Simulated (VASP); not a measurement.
# C (Fd-3m) in VASP: a series of runs, part 2 of 2

VASP 6.6.1. The steps go on from the part before.

### 3 Single point, PBE

Contents of INCAR:

```
  ALGO = Normal
  EDIFF = 1E-7
  ENCUT = 520
  GGA = PE
  ISIF = 2
  ISMEAR = 0
  LASPH = T
  LCHARG = T
  LELF = T
  LREAL = F
  LVHAR = T
  LWAVE = F
  NBANDS = 21
  NELM = 80
  PREC = Accurate
  SIGMA = 0.02
```

Contents of KPOINTS:

```
k-points
0
Gamma
  10 10 10
```

Contents of POSCAR:

```
C
1.0
    0.0000000000      1.7858181871     -1.7858181871
    3.5716363742      0.0000000000      0.0000000000
   -1.7858181871     -3.5716363742     -1.7858181871
C
6
Direct
    0.1666666667      0.4166666667      0.3333333333
    0.5000000000      0.7500000000      0.0000000000
    0.8333333333      0.0833333333      0.6666666667
    0.3333333333      0.3333333333      0.6666666667
    0.6666666667      0.6666666667      0.3333333333
    1.0000000000      0.0000000000      1.0000000000
```

Potentials or basis: VASP PAW PBE potentials, release 64 (C).

Launch:

```
> cat potpaw_PBE.64/C/POTCAR > POTCAR
> mpirun -np 1 vasp_std > vasp.out
```

OUTCAR:

```text
EDIFF = 1E-7
   ENCUT = 520
   GGA = PE
   ISIF = 2
   ISMEAR = 0
   LASPH = T
   LREAL = F
   NELM = 80
   PREC = Accurate

 ion  position               nearest neighbor table
   1  0.167  0.417  0.333-   5 1.55   5 1.55   6 1.55   4 1.55
   2  0.500  0.750  0.000-   5 1.55   6 1.55   6 1.55   4 1.55
   3  0.833  0.083  0.667-   6 1.55   5 1.55   4 1.55   4 1.55
   4  0.333  0.333  0.667-   3 1.55   3 1.55   2 1.55   1 1.55
   5  0.667  0.667  0.333-   2 1.55   1 1.55   3 1.55   1 1.55
   6  0.000  0.000  0.000-   3 1.55   2 1.55   2 1.55   1 1.55

  LATTYP: Found a body centered orthorhombic cell.
 ALAT       =     2.5255283001
 B/A-ratio  =     1.4142135624
 C/A-ratio  =     3.0000000000

  Lattice vectors:

 A1 = (   1.7858181871,   3.5716363742,   1.7858181871)
 A2 = (  -1.7858181871,   1.7858181871,   3.5716363742)
 A3 = (   1.7858181871,  -3.5716363742,  -1.7858181871)

Analysis of symmetry for initial positions (statically):
=====================================================================
 Subroutine PRICEL returns following result:

[... 196 lines left out ...]
 fundamental gap:      4.1606050419
 Fermi energy:         9.7893749440

 k-point     1 :       0.0000    0.0000    0.0000
  band No.  band energies     occupation
      1     -11.7515      2.00000
      2      -4.3536      2.00000
      3      -4.3536      2.00000
      4      -1.2400      2.00000
      5      -1.2400      2.00000
      6       0.3327      2.00000
[... 565 lines left out ...]
     20      22.5893      0.00000
     21      23.1428      0.00000

 [... further k-points ...]

------------------------ aborting loop because EDIFF is reached ----------------------------------------

  FORCE on cell =-STRESS in cart. coord.  units (eV):
  Direction    XX          YY          ZZ          XY          YZ          ZX
  --------------------------------------------------------------------------------------
  -------------------------------------------------------------------------------------
  Total        0.1377249      0.1381794      0.1381794      0.0000000     -0.0004366     -0.0000000
  in kB        6.4574339      6.4787451      6.4787451      0.0000000     -0.0204686     -0.0000000
  external PRESSURE =       6.4716413 kB  Pullay stress =       0.0000000 kB

 VOLUME and BASIS-vectors are now :
 -----------------------------------------------------------------------------
  energy-cutoff  :      520.00
  volume of cell :       34.17
      direct lattice vectors                 reciprocal lattice vectors
     0.000000000  1.785818187 -1.785818187     0.000000000  0.186655806 -0.373311612
     3.571636374  0.000000000  0.000000000     0.279983709 -0.093327903 -0.093327903
    -1.785818187 -3.571636374 -1.785818187     0.000000000 -0.186655806 -0.186655806

 POSITION                                       TOTAL-FORCE (eV/Angst)
 -----------------------------------------------------------------------------------
      0.89291     -0.89291     -0.89291         0.000063      0.000000      0.000000
      2.67873      0.89291     -0.89291         0.000063     -0.000000     -0.000000
     -0.89291     -0.89291     -2.67873         0.000063     -0.000000      0.000000
     -0.00000     -1.78582     -1.78582        -0.000063      0.000000      0.000000
      1.78582      0.00000     -1.78582        -0.000063      0.000000     -0.000000
      0.00000      0.00000      0.00000        -0.000063     -0.000000     -0.000000
 -----------------------------------------------------------------------------------
    total drift:                               -0.000000      0.000000     -0.000000

  FREE ENERGIE OF THE ION-ELECTRON SYSTEM (eV)
  ---------------------------------------------------
  free  energy   TOTEN  =       -54.5572925869 eV

  energy  without entropy=      -54.5572925869  energy(sigma->0) =      -54.55729259
```

Wall time 3.4 min (1 thread of Intel Xeon 8259CL, shared host); peak memory 0.21 GiB.

What came out:

| Quantity | Value |
| --- | --- |
| Free energy | -54.5573 eV |
| Pressure | 0.6 GPa |
| Band gap on the k mesh | 4.16 eV |

### 4 Relaxation of cell and atoms, PBE

Contents of INCAR:

```
SYSTEM = C
  ALGO = Normal
  EDIFF = 1E-6
  EDIFFG = -0.015
  ENCUT = 600
  GGA = PE
  IBRION = 2
  ISIF = 3
  ISMEAR = 0
  LASPH = .True.
  LCHARG = .False.
  LREAL = .False.
  LWAVE = .False.
  NELM = 100
  NSW = 80
  PREC = Accurate
  SIGMA = 0.02
```

Contents of KPOINTS:

```
k-points
0
Gamma
  10 10 10
  0 0 0
```

POSCAR is that of step 3.

Launch:

```
> cat potpaw_PBE.64/C/POTCAR > POTCAR
> mpirun -np 1 vasp_std > vasp.out
```

Run time: 2.6 min. Hardware: 1 thread of Intel Xeon 8259CL, shared host; peak memory 0.21 GiB.

Results (log left out):

```
Free energy             : -54.5715 eV
Pressure after relaxing : 0.0 GPa
Band gap on the k mesh  : 4.16 eV
```

Final structure:
```yaml
crystal:
  lattice:
    - [0.00000, 1.78582, -1.78582]
    - [3.57164, 0.00000, 0.00000]
    - [-1.78582, -3.57164, -1.78582]
  atoms:
    - { symbol: C, position: [0.16667, 0.41667, 0.33333] }
    - { symbol: C, position: [0.50000, 0.75000, 0.00000] }
    - { symbol: C, position: [0.83333, 0.08333, 0.66667] }
    - { symbol: C, position: [0.33333, 0.33333, 0.66667] }
    - { symbol: C, position: [0.66667, 0.66667, 0.33333] }
    - { symbol: C, position: [0.00000, 0.00000, 0.00000] }
```

Levels at points of the mesh, in eV from the valence-band top:
```csv
k point,band 9,band 10,band 11,band 12,band 13,band 14,band 15,band 16
"(0.00, 0.00, 0.00)",-4.67,0.00,0.00,0.00,5.58,5.58,5.58,6.34
"(0.50, 0.00, 0.00)",-6.27,-6.27,-4.79,-4.79,4.75,4.75,7.68,7.68
"(0.00, 0.50, 0.00)",-3.42,-3.42,-2.79,-2.79,6.00,6.00,8.44,8.44
"(0.50, 0.50, 0.00)",-5.90,-5.90,-2.79,-2.79,8.44,8.44,8.78,8.79
"(0.00, 0.00, 0.50)",-4.79,-4.79,-1.37,-1.37,4.75,4.75,7.61,7.61
```

Caveat: the relaxation stopped at its first step, so nothing moved.

### 5 Single point, PBE+D4

Contents of INCAR:

```
SYSTEM = C
ALGO     = Normal         ! electronic algorithm
EDIFF    = 1E-6           ! SCF threshold, eV
ENCUT    = 520            ! plane-wave cutoff, eV
GGA      = PE             ! functional
ISIF     = 2              ! what is computed and relaxed
ISMEAR   = 0              ! smearing method
ISYM     = 0            
IVDW     = 13             ! dispersion correction
LASPH    = .TRUE.         ! aspherical terms in the spheres
LCHARG   = .FALSE.        ! write CHGCAR
LREAL    = .FALSE.        ! projectors in reciprocal space
LWAVE    = .FALSE.        ! write WAVECAR
NBANDS   = 21             ! bands
NELM     = 100            ! most SCF steps
PREC     = Accurate       ! precision mode
SIGMA    = 0.02           ! smearing width, eV
```

Contents of KPOINTS:

```
k-points
0
G
  10 10 10
  0 0 0
```

POSCAR is that of step 4.

Launch:

```
> cat potpaw_PBE.64/C/POTCAR > POTCAR
> mpirun -np 1 vasp_std > vasp.out
```

It took 8.4 min on 1 thread of Intel Xeon 8259CL, shared host; peak memory 0.34 GiB.

The run converged. Its results:

```yaml
Free_energy: -55.8315 eV
Pressure: -4.6 GPa
Band_gap_on_the_k_mesh: 4.16 eV
Dispersion_energy_per_atom: -0.212 eV
```

Levels at points of the mesh, in eV from the valence-band top:
| k point | band 10 | band 11 | band 12 | band 13 | band 14 | band 15 |
| --- | --- | --- | --- | --- | --- | --- |
| (0.00, 0.00, 0.00) | 0.00 | 0.00 | 0.00 | 5.58 | 5.58 | 5.58 |
| (0.50, 0.00, 0.00) | -6.27 | -4.79 | -4.79 | 4.75 | 4.75 | 7.68 |
| (0.50, 0.00, 0.50) | -6.27 | -4.79 | -4.79 | 4.75 | 4.75 | 7.68 |
| (0.00, 0.50, 0.00) | -3.42 | -2.79 | -2.79 | 6.00 | 6.00 | 8.44 |
| (0.00, 0.50, 0.50) | -3.42 | -2.79 | -2.79 | 6.00 | 6.00 | 8.44 |
| (0.50, 0.50, 0.00) | -5.90 | -2.79 | -2.79 | 8.44 | 8.44 | 8.78 |
| (0.50, 0.50, 0.50) | -5.90 | -2.79 | -2.79 | 8.44 | 8.44 | 8.78 |
| (0.00, 0.00, 0.50) | -4.79 | -1.37 | -1.37 | 4.75 | 4.75 | 7.61 |

Caveat: the cell stands under tension. A k mesh can miss the band edges.

### 6 Summary

```tsv
task	level	cell	cutoff (eV)	gap on the mesh (eV)	pressure (GPa)
single point	PBE	as given	520	4.16	0.6
relaxation of cell and atoms	PBE	relaxed	600	4.16	0.0
single point	PBE+D4	as given	520	4.16	-4.6
```

Alike in all rows: potentials or basis VASP PAW PBE potentials, release 64 (C); no spin polarisation; k mesh 10 × 10 × 10; smearing gaussian 0.02 eV.

Caveats: the relaxation stopped at its first step, so nothing moved (at least some runs); the cell stands under tension (at least some runs).

Absolute energies hang on the potentials; compare differences alone.
